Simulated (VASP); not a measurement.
# Mg9Zn7O16 (P1) in VASP: notebook

Runs on Mg9Zn7O16. Level: PBEsol. Tasks: single point.

All numbers are computed with VASP 6.6.1; they aren't measurements. Logs are shortened: lines on timing, memory, paths and dates and some standing lists are left out, and cuts for length are marked.

**1. The cell of the first run**

The typed cell holds 96 atoms: a = 9.811 Å, b = 11.328 Å, c = 10.217 Å, α = 90.00°, β = 90.00°, γ = 90.00°.

**2. Single point, PBEsol**

INCAR reads:

```
SYSTEM = Mg9Zn7O16
PREC = Accurate
ENCUT = 700
EDIFF = 1E-6
ISMEAR = -1
SIGMA = 0.05
LREAL = Auto
LASPH = .TRUE.
NELM = 120
ALGO = Normal
ISIF = 2
LWAVE = .FALSE.
LCHARG = .TRUE.
GGA = PS
LELF = .TRUE.
LVHAR = .TRUE.
ISYM = -1
NBANDS = 351
GGA_COMPAT = .FALSE.
KPAR = 1
```

KPOINTS reads:

```
explicit points
1
Reciprocal
  0.25000000   0.25000000   0.25000000 1
```

POSCAR reads:

```
Mg9Zn7O16
1.0
    9.8107580000      0.0000000000      0.0000000000
    0.0000000000     11.3284870000      0.0000000000
    0.0000000000      0.0000000000     10.2165780000
Zn Mg O
21 27 48
Direct
    0.1635380000      0.0841120000      0.2477440000
    0.5035920000      0.0821660000      0.7431180000
    0.3338920000      0.3325130000      0.2473940000
    0.1689440000      0.5814690000      0.2485790000
    0.0052140000      0.8348150000      0.7467570000
    0.8328270000      0.0847050000      0.2455440000
    0.8318800000      0.0803770000      0.7447800000
    0.6678780000      0.3353560000      0.7442250000
    0.4970520000      0.5843500000      0.7480270000
    0.0005450000      0.1664410000      0.9967650000
    0.3341210000      0.1660320000      0.4935020000
    0.3326330000      0.1669790000      0.9981430000
    0.1622870000      0.4171470000      0.9960930000
    0.6651680000      0.1647030000      0.4949160000
    0.5027470000      0.4178240000      0.5000300000
    0.8362380000      0.4162040000      0.4989260000
    0.6650160000      0.6673410000      0.4967540000
    0.5016360000      0.9183110000      0.4961390000
    0.5014510000      0.9158570000      0.9994760000
    0.8326560000      0.9165620000      0.4996580000
    0.8358090000      0.9123750000      0.9964600000
    0.1628710000      0.0834060000      0.7433550000
    0.9971620000      0.3344010000      0.2523150000
    0.9971680000      0.3337060000      0.7480340000
    0.5014650000      0.0848890000      0.2432510000
    0.3317570000      0.3350420000      0.7502380000
    0.1671160000      0.5843880000      0.7455180000
    0.9963610000      0.8369100000      0.2500860000
    0.6647100000      0.3313810000      0.2450420000
    0.5020260000      0.5841080000      0.2474340000
    0.3341060000      0.8305370000      0.2475480000
    0.3366950000      0.8330290000      0.7448780000
    0.8353250000      0.5845150000      0.2459000000
    0.8336350000      0.5827410000      0.7497300000
    0.6675100000      0.8330810000      0.2499320000
    0.6658600000      0.8350640000      0.7446740000
    0.9973430000      0.1668070000      0.4979950000
    0.1654430000      0.4191490000      0.4927120000
    0.0010380000      0.6648850000      0.4981460000
    0.9991290000      0.6694070000      0.9956400000
    0.6663940000      0.1644110000      0.9979340000
    0.5019720000      0.4168830000      0.9956720000
    0.3353310000      0.6614790000      0.4986210000
    0.3326040000      0.6683870000      0.9970230000
    0.1655740000      0.9151010000      0.4954530000
    0.1689890000      0.9172480000      0.9970220000
    0.8349650000      0.4168500000      0.9966410000
    0.6649850000      0.6648730000      0.9935870000
    0.9992860000      0.1640060000      0.1925010000
    0.0008610000      0.1642430000      0.6914790000
    0.3330160000      0.1687820000      0.1904850000
    0.3320670000      0.1642230000      0.6937840000
    0.1673630000      0.4177080000      0.1910680000
    0.1676560000      0.4148160000      0.6902090000
    0.9998130000      0.6676630000      0.1890170000
    0.0006720000      0.6653790000      0.6917340000
    0.6683770000      0.1676550000      0.1896270000
    0.6696690000      0.1635200000      0.6875260000
    0.4994050000      0.4143870000      0.1950500000
    0.4961940000      0.4154250000      0.6913100000
    0.3320080000      0.6684150000      0.1910770000
    0.3321890000      0.6714360000      0.6931280000
    0.1676520000      0.9172160000      0.1915620000
    0.1653220000      0.9158960000      0.6897650000
    0.8316570000      0.4150680000      0.1902610000
    0.8325460000      0.4143400000      0.6931850000
    0.6660350000      0.6690990000      0.1895190000
    0.6675590000      0.6641010000      0.6946380000
    0.5028970000      0.9170710000      0.1934870000
    0.5032890000      0.9159700000      0.6898200000
    0.8341450000      0.9190470000      0.1927800000
    0.8304590000      0.9160200000      0.6934200000
    0.1673510000      0.0840260000      0.4402590000
    0.1684990000      0.0875780000      0.9415930000
    0.9976800000      0.3320650000      0.4440920000
    0.0006140000      0.3322930000      0.9389330000
    0.5017800000      0.0844240000      0.4428150000
    0.4992490000      0.0819300000      0.9409390000
    0.3336290000      0.3303130000      0.4420780000
    0.3374340000      0.3331170000      0.9399000000
    0.1686760000      0.5864860000      0.4451420000
    0.1649250000      0.5845410000      0.9403100000
    0.0003710000      0.8366050000      0.4416290000
    0.0009880000      0.8325120000      0.9409510000
    0.8308110000      0.0839830000      0.4400380000
    0.8328510000      0.0805890000      0.9406850000
    0.6658560000      0.3309910000      0.4405470000
    0.6679870000      0.3340980000      0.9413070000
    0.4962660000      0.5811940000      0.4437740000
    0.4985550000      0.5811020000      0.9394110000
    0.3319820000      0.8326010000      0.4454360000
    0.3316030000      0.8327070000      0.9430210000
    0.8352720000      0.5844310000      0.4444720000
    0.8323350000      0.5843380000      0.9434020000
    0.6660200000      0.8361450000      0.4403660000
    0.6666360000      0.8334070000      0.9409430000
```

Potentials or basis: VASP PAW PBE potentials, release 64 (Zn, Mg, O).

Launch:

```console
> cat potpaw_PBE.64/Zn/POTCAR potpaw_PBE.64/Mg/POTCAR potpaw_PBE.64/O/POTCAR > POTCAR
> mpirun -np 4 vasp_std > vasp.out
```

OUTCAR:

```text
SYSTEM = Mg9Zn7O16
   PREC = Accurate
   ENCUT = 700
   EDIFF = 1E-6
   ISMEAR = -1
   LREAL = Auto
   LASPH = .TRUE.
   NELM = 120
   ISIF = 2
   GGA = PS
   ISYM = -1

 ion  position               nearest neighbor table
   1  0.164  0.084  0.248-  49 1.93  73 1.97  63 1.98  51 2.01  45 3.17  37 3.17  46 3.18  28 3.25
                            23 3.27  25 3.32  31 3.32
   2  0.504  0.082  0.743-  58 1.96  70 1.96  52 1.99  78 2.02  41 3.19  36 3.22  32 3.26  26 3.32
                            22 3.34
   3  0.334  0.333  0.247-  51 1.94  59 1.94  53 1.98  79 1.99  38 3.16  42 3.20  29 3.25  25 3.25
                            30 3.29  23 3.30
   4  0.169  0.581  0.249-  53 1.95  61 1.97  81 2.01  55 2.02  38 3.10  43 3.16  39 3.18  44 3.19
                            40 3.23  31 3.25  23 3.27  30 3.27  33 3.27  28 3.35
   5  0.005  0.835  0.747-  64 1.91  84 1.98  56 2.00  72 2.02  45 3.15  40 3.16  46 3.16  39 3.19
                            22 3.21  27 3.25  32 3.25  34 3.31  36 3.33
   6  0.833  0.085  0.246-  49 1.94  57 1.95  71 1.95  85 1.99  41 3.14  37 3.18  28 3.23  29 3.24
                            25 3.25  23 3.26  35 3.28
   7  0.832  0.080  0.745-  72 1.93  58 1.94  50 1.99  86 2.00  37 3.15  41 3.20  36 3.22  22 3.25
                            24 3.30
   8  0.668  0.335  0.744-  66 1.92  60 1.99  88 2.01  58 2.03  42 3.18  47 3.19  24 3.23  41 3.24
                            34 3.24  26 3.30
   9  0.497  0.584  0.748-  90 1.96  62 1.98  68 1.98  60 2.00  43 3.13  48 3.14  44 3.16  42 3.16
                            32 3.23  27 3.24  26 3.26  36 3.29  34 3.30
  10  0.001  0.166  0.997-  74 1.96  76 1.97  86 2.00  49 2.00  24 3.17  22 3.18  23 3.23  47 3.27
                            46 3.27  41 3.28
  11  0.334  0.166  0.494-  79 1.93  77 1.96  73 1.96  52 2.05  25 3.17  22 3.20  26 3.25  45 3.29
                            37 3.30  38 3.31
  12  0.333  0.167  0.998-  74 1.93  51 1.97  80 1.97  78 1.99  25 3.14  26 3.17  22 3.23  46 3.25
                            41 3.27  42 3.28
  13  0.162  0.417  0.996-  76 1.94  82 1.98  53 1.99  80 2.05  26 3.15  24 3.15  27 3.19  47 3.21
                            23 3.22  40 3.28  44 3.30  42 3.33
  14  0.665  0.165  0.495-  77 1.92  85 1.95  87 1.96  58 1.97  25 3.16  29 3.18  37 3.26
  15  0.503  0.418  0.500-  89 1.94  60 1.96  87 1.97  79 2.02  30 3.20  26 3.20  29 3.20  43 3.21
                            38 3.31
  16  0.836  0.416  0.499-  75 1.93  66 1.99  93 1.99  87 2.02  23 3.11  24 3.14  34 3.18  33 3.21
                            38 3.23  37 3.24  29 3.24  39 3.25
  17  0.665  0.667  0.497-  93 1.99  89 2.00  95 2.00  68 2.02  35 3.14  30 3.15  36 3.17  33 3.20
                            34 3.21  43 3.24  39 3.30
  18  0.502  0.918  0.496-  95 1.95  77 1.96  70 1.98  91 2.00  35 3.15  36 3.15  32 3.16  31 3.18
                            25 3.20  45 3.30  43 3.34
  19  0.501  0.916  0.999-  96 1.96  78 1.97  69 1.98  92 2.00  25 3.14  31 3.17  35 3.18  36 3.20
                            32 3.20  41 3.25  44 3.26  46 3.26  48 3.27
  20  0.833  0.917  0.500-  95 1.97  83 1.97  72 1.98  85 1.99  36 3.13  28 3.15  35 3.17  37 3.26
                            45 3.27  39 3.30
  21  0.836  0.912  0.996-  84 1.94  96 1.97  86 1.99  71 2.01  28 3.15  40 3.18  36 3.19  35 3.20
                            48 3.27  46 3.27  41 3.30
  22  0.163  0.083  0.743-  50 1.91  52 1.96  64 1.98  74 2.03  37 3.13  45 3.17  10 3.18  11 3.20
                            46 3.20   5 3.21  12 3.23   7 3.25  24 3.27  26 3.30  32 3.31   2 3.34
  23  0.997  0.334  0.252-  75 1.96  65 1.97  53 2.02  49 2.02  38 3.11  16 3.11  37 3.15  47 3.20
                            13 3.22  10 3.23  33 3.25   6 3.26  29 3.26   4 3.27   1 3.27   3 3.30
  24  0.997  0.334  0.748-  66 1.94  76 1.95  54 2.00  50 2.01  16 3.14  47 3.14  13 3.15  10 3.17
                            37 3.18   8 3.23  38 3.24  34 3.25  22 3.27  26 3.28  27 3.29   7 3.30
[... 18 lines left out ...]
   TEBEG  =    0.0;   TEEND  =   0.0 temperature during run
   PSTRESS=    0.0 pullay stress
   NELECT =     594.0000    total number of electrons
   NUPDOWN=      -1.0000    fix difference up-down
   EMIN   =  10.00;   EMAX   =-10.00  energy-range for DOS
   EFERMI =   0.00;   METHOD = LEGACY
   ISMEAR =    -1;   SIGMA  =   0.05  broadening in eV -4-tet -1-fermi 0-gaus
   EFERMI_NEDOS =   21; number of points for ismear=-14 and -15
   IALGO  =     38    algorithm
   IMIX   =      4    mixing-type and parameters
     AMIX     =   0.40;   BMIX     =  1.00
     AMIX_MAG =   1.60;   BMIX_MAG =  1.00
  volume/ion in A,a.u.               =      11.83        79.82
  Fermi-wavevector in a.u.,A,eV,Ry     =   1.319098  2.492733 23.674397  1.740019
  Thomas-Fermi vector in A             =   2.449020
   LORBIT       =      0    0 simple, 1 ext, 2 COOP (PROOUT), +10 PAW based schemes
   GGA     = PS    functional components
   LHFCALC =     F    Hartree Fock is set to
   AEXX    =    0.0000 exact exchange contribution
   IVDW    =     0    specifies the selected vdW correction
   LEPSILON=     F    determine dielectric tensor
   LRPA    =     F    only Hartree local field effects (RPA)
 non-spin polarized calculation
  energy-cutoff  :      700.00
  volume of cell :     1135.48
 maximum number of plane-waves:     47756
 NGX is ok and might be reduce to    84
   NGX = 43   NGY = 49   NGZ = 45

 number of electron     594.0000013 magnetization

 Free energy of the ion-electron system (eV)
  ---------------------------------------------------
  ext. energy  EPLUGINS =         0.00000000
  ---------------------------------------------------
  free energy    TOTEN  =      -535.16195503 eV

  energy without entropy =     -535.16195503  energy(sigma->0) =     -535.16195503

 E-fermi :   2.4894     XC(G=0): -10.5091

 val. band max:        1.2167809576   @ k =   0.2500   0.2500   0.2500
 cond. band min:       3.9119785327   @ k =   0.2500   0.2500   0.2500
 fundamental gap:      2.6951975751
 Fermi energy:         2.4893930431

 k-point     1 :       0.2500    0.2500    0.2500
  band No.  band energies     occupation
      1     -16.0003      2.00000
      2     -15.8832      2.00000
      3     -15.8264      2.00000
      4     -15.7488      2.00000
      5     -15.6994      2.00000
      6     -15.6698      2.00000
[... 301 lines left out ...]
    308       6.7739      0.00000
    309       6.9941      0.00000
 [bands above 309 left out]

------------------------ aborting loop because EDIFF is reached ----------------------------------------

  FORCE on cell =-STRESS in cart. coord.  units (eV):
  Direction    XX          YY          ZZ          XY          YZ          ZX
  --------------------------------------------------------------------------------------
  -------------------------------------------------------------------------------------
  Total        3.7022456     -0.4349987      3.9989774     -0.9753197     -0.2470895     -0.0951977
  in kB        5.2239123     -0.6137882      5.6426044     -1.3761876     -0.3486463     -0.1343250
  external PRESSURE =       3.4175762 kB  Pullay stress =       0.0000000 kB

 VOLUME and BASIS-vectors are now :
 -----------------------------------------------------------------------------
  energy-cutoff  :      700.00
  volume of cell :     1135.48
      direct lattice vectors                 reciprocal lattice vectors
     9.810758000  0.000000000  0.000000000     0.101928923  0.000000000  0.000000000
     0.000000000 11.328487000  0.000000000     0.000000000  0.088273041  0.000000000
     0.000000000  0.000000000 10.216578000     0.000000000  0.000000000  0.097880132

 POSITION                                       TOTAL-FORCE (eV/Angst)
 -----------------------------------------------------------------------------------
      1.60443      0.95286      2.53110         0.456913     -0.184123     -0.152400
      4.94062      0.93082      7.59212        -0.497058      0.186859      0.203934
      3.27573      3.76687      2.52752        -0.003370      0.088033      0.031181
      1.65747      6.58716      2.53963        -0.205394      0.440747     -0.182881
      0.05115      9.45719      7.62930        -0.579780     -0.185834     -0.050593
      8.17066      0.95958      2.50862        -0.150281     -0.188271      0.077114
[... 88 lines left out ...]
      6.53416      9.47226      4.49903         0.160197     -0.552981      0.188908
      6.54020      9.44124      9.61322        -0.010346     -0.301793     -0.215589
 -----------------------------------------------------------------------------------
    total drift:                                0.004591      0.005038      0.004063

  FREE ENERGIE OF THE ION-ELECTRON SYSTEM (eV)
  ---------------------------------------------------
  free  energy   TOTEN  =      -535.1619550340 eV

  energy  without entropy=     -535.1619550339  energy(sigma->0) =     -535.16195503
```

Run time: 9.2 min. Hardware: 4 MPI ranks of Intel Xeon Platinum 8488C (Sapphire Rapids), shared host; peak memory 0.67 GiB.

Results:

```yaml
Free_energy: -535.1620 eV
Pressure: 0.3 GPa
Largest_force: 0.997 eV/Å
Band_gap_on_the_k_mesh: 2.70 eV
```

Forces on the atoms (eV/Å):
```
Zn   0.457 -0.184 -0.152
Zn  -0.497  0.187  0.204
Zn  -0.003  0.088  0.031
Zn  -0.205  0.441 -0.183
Zn  -0.580 -0.186 -0.051
Zn  -0.150 -0.188  0.077
Zn   0.400  0.262  0.320
Zn  -0.458 -0.476  0.221
Zn   0.112 -0.128 -0.247
Zn  -0.073 -0.252 -0.016
Zn   0.003 -0.132  0.615
Zn   0.083  0.152 -0.258
Zn   0.661 -0.030 -0.067
Zn   0.179  0.255  0.094
Zn  -0.083 -0.543 -0.227
Zn  -0.699 -0.001 -0.054
Zn   0.011 -0.134  0.296
Zn  -0.463  0.029  0.071
Zn  -0.137  0.061 -0.056
Zn   0.170  0.236 -0.045
Zn  -0.248  0.445  0.131
Mg   0.540 -0.144  0.531
Mg   0.114 -0.280 -0.603
Mg   0.534 -0.539 -0.317
Mg  -0.150 -0.137  0.378
Mg  -0.016 -0.732 -0.382
Mg   0.123 -0.363  0.235
Mg   0.543 -0.090 -0.303
Mg   0.230  0.137  0.407
Mg  -0.282 -0.323  0.071
Mg  -0.023  0.792  0.231
Mg  -0.185  0.723  0.263
Mg  -0.307 -0.276  0.055
Mg  -0.060 -0.012 -0.218
Mg   0.093  0.347 -0.534
Mg   0.088 -0.343  0.338
Mg   0.067 -0.326  0.018
Mg   0.304 -0.515  0.472
Mg  -0.131  0.769  0.076
Mg   0.078 -0.471  0.109
Mg   0.168  0.095 -0.463
Mg  -0.261 -0.301  0.263
Mg  -0.001  0.959  0.270
Mg  -0.064 -0.472 -0.064
Mg   0.250  0.460  0.118
Mg  -0.248  0.602  0.140
Mg  -0.075 -0.094  0.056
Mg  -0.025  0.350  0.166
O   -0.025  0.831 -0.010
O   -0.440  0.481 -0.272
O    0.043 -0.372  0.230
O    0.165  0.242 -0.281
O   -0.406 -0.276  0.323
O   -0.419  0.419 -0.258
O    0.092  0.186  0.384
O   -0.159 -0.004 -0.002
O   -0.326 -0.078 -0.120
O   -0.201  0.576  0.343
O    0.198  0.587 -0.614
O    0.330  0.226  0.267
O    0.410 -0.427  0.023
O   -0.013 -0.702 -0.229
O   -0.067 -0.296  0.062
O    0.546  0.148  0.007
O    0.139  0.289  0.077
O    0.254  0.550  0.016
O    0.120 -0.340  0.051
O   -0.122  0.347 -0.172
O   -0.299 -0.120  0.145
O   -0.313 -0.056  0.023
O   -0.303 -0.375 -0.137
O    0.496 -0.354 -0.211
O   -0.383 -0.120  0.368
O   -0.323 -0.666 -0.372
O    0.461  0.164 -0.195
O   -0.281  0.165  0.186
O   -0.323 -0.242 -0.732
O    0.165  0.047  0.076
O   -0.150  0.681  0.019
O   -0.422  0.314  0.311
O   -0.285 -0.384 -0.153
O    0.097  0.044 -0.125
O   -0.245 -0.655 -0.003
O    0.335  0.195  0.048
O    0.341 -0.202  0.061
O    0.075  0.125  0.050
O    0.264  0.400 -0.066
O    0.050 -0.232  0.102
O    0.635  0.269 -0.532
O   -0.059  0.315  0.555
O    0.238 -0.365 -0.329
O    0.236  0.051 -0.362
O   -0.227 -0.080 -0.425
O    0.171 -0.170 -0.116
O    0.160 -0.553  0.189
O   -0.010 -0.302 -0.216
```

Caveat: the PAW data sets were made with another functional, which shifts forces and pressure a little; a shifted mesh leaves out Γ, where band edges can lie.

(Part 1 of 2 ends here.)
